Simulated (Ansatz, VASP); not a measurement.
# Two plane-wave programs on TiPt3

The input INCAR:

```
SYSTEM = TiPt3
PREC = Accurate
ENCUT = 400
EDIFF = 1E-8
ISMEAR = -1
SIGMA = 0.05
LREAL = .False.
LASPH = .True.
NELM = 120
ALGO = Normal
ISIF = 2
LWAVE = .False.
LCHARG = .False.
GGA = PS
LEFG = .True.
NBANDS = 29
GGA_COMPAT = .False.
```

Contents of KPOINTS:

```
Automatic mesh
0
Gamma
  9 9 9
  0 0 0
```

The input POSCAR:

```
TiPt3
1.0
    3.8443313815      0.0000000000      0.0000000000
    0.0000000000      3.8443313815      0.0000000000
    0.0000000000      0.0000000000      3.8443313815
Ti Pt
1 3
Direct
    0.0000000000      0.0000000000      0.0000000000
    0.0000000000      0.5000000000      0.5000000000
    0.5000000000      0.0000000000      0.5000000000
    0.5000000000      0.5000000000      0.0000000000
```

Input for Ansatz:

```yaml
crystal:
  lattice:
    - [3.8443313815, 0.0, 0.0]
    - [0.0, 3.8443313815, 0.0]
    - [0.0, 0.0, 3.8443313815]
  atoms:
    - { symbol: Ti, position: [0.0, 0.0, 0.0] }
    - { symbol: Pt, position: [0.0, 0.5, 0.5] }
    - { symbol: Pt, position: [0.5, 0.0, 0.5] }
    - { symbol: Pt, position: [0.5, 0.5, 0.0] }
kpoints:
  mp_grid: { grid: [9, 9, 9] }
scf:
  occupations: { method: fermi_dirac, width: 0.05 }
hamiltonian:
  xc: pbesol
  pseudopotentials: { kind: paw }
output:
  forces: true
  stress: true
  eigenvalues: true
  efg: { contact_densities: true }
```

Change from the starting cell: volume scaled by 0.96, PAW files.

Alike in both runs: task electric field gradients; functional PBEsol; k mesh 9 × 9 × 9; occupations fermi-dirac, width 0.05 eV; no spin polarisation.

```csv
,VASP,Ansatz
version,VASP 6.6.1,Ansatz 0.2.0
potentials or method,"VASP PAW PBE potentials, release 64 (Ti_sv, Pt)","PAW with Ansatz's default frozen-core files, scalar-relativistic"
plane-wave cutoff (eV),400,420
valence electrons in the cell,42,66
```

Ansatz gave:

```
pressure (GPa)                                       : 12.6
size of Vzz on the site where it differs most (V/Å²) : 78.9
```

Task: Estimate VASP's values.

Result: Pressure (GPa): 12.2; size of Vzz on the site where it differs most (V/Å²): 70.6.

VASP's potentials were made for PBE, not for PBEsol. The functional is the same, so the differences come from potentials, cutoffs and numerics. VASP's potentials hold 42 valence electrons a cell and Ansatz's 66, so a difference there can come from the potentials and not from the codes.

Neither program's run includes spin-orbit coupling.
